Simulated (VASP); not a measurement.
Crystal: Tl2Ru.

```xyz
3
Lattice="-1.9123 1.9123 4.6912 1.9123 -1.9123 4.6912 1.9123 1.9123 -4.6912" Properties=species:S:1:pos:R:3 pbc="T T T"
Tl    0.0000    0.0000    6.2393
Tl    0.0000    0.0000    3.1431
Ru    0.0000    0.0000    0.0000
```

* Program: VASP 6.6.1
* Task: relaxation of cell and atoms
* Functional: PBE
* Potentials or basis: VASP PAW PBE potentials, release 64 (Tl_d, Ru_pv)
* Cutoff: 600 eV
* k mesh: 6 × 6 × 6
* Occupations: gaussian, width 0.1 eV
* Spin: no spin polarisation

At the start: pressure -6.1 GPa; volume 22.87 Å³/atom.

Task: How do energy, volume and symmetry change on relaxing?

Result: Over 15 steps the energy falls by 140.5 meV/atom and the volume is 22.09 Å³/atom (-3.4 %); space group I4/mmm (No. 139, to 0.05 Å).

The path:
```
step  energy change (eV)  largest force (eV/Å)  pressure (GPa)  volume (Å³)
   1              0.0000                0.4340           -6.05        68.62
   2             -0.1298                0.2579            3.66        60.39
   3             -0.1468                0.3155            0.65        62.26
   4             -0.1839                0.2985            0.79        62.09
   5             -0.2721                0.3235            2.13        61.43
   6             -0.2628                0.1682            9.35        59.37
   7             -0.3152                0.1478            5.19        60.47
   8             -0.3372                0.1559            4.41        61.04
   9             -0.3846                0.1800            2.35        62.75
  10             -0.4150                0.2358           -0.60        66.08
  11             -0.4150                0.2314           -0.43        65.85
  12             -0.4170                0.1902           -0.29        65.88
  13             -0.4206                0.0709            0.13        65.96
  14             -0.4211                0.0137            0.35        65.99
  15             -0.4215                0.0132            0.08        66.27
```

Final structure:
```xyz
3
Lattice="-1.6946 1.6946 5.7692 1.6946 -1.6946 5.7692 1.6946 1.6946 -5.7692" Properties=species:S:1:pos:R:3 pbc="T T T"
Tl    0.0000    0.0000    7.3821
Tl    0.0000    0.0000    4.1563
Ru    0.0000    0.0000    0.0000
```

Caveat: the k points lie up to 0.44 Å⁻¹ apart in the final cell.
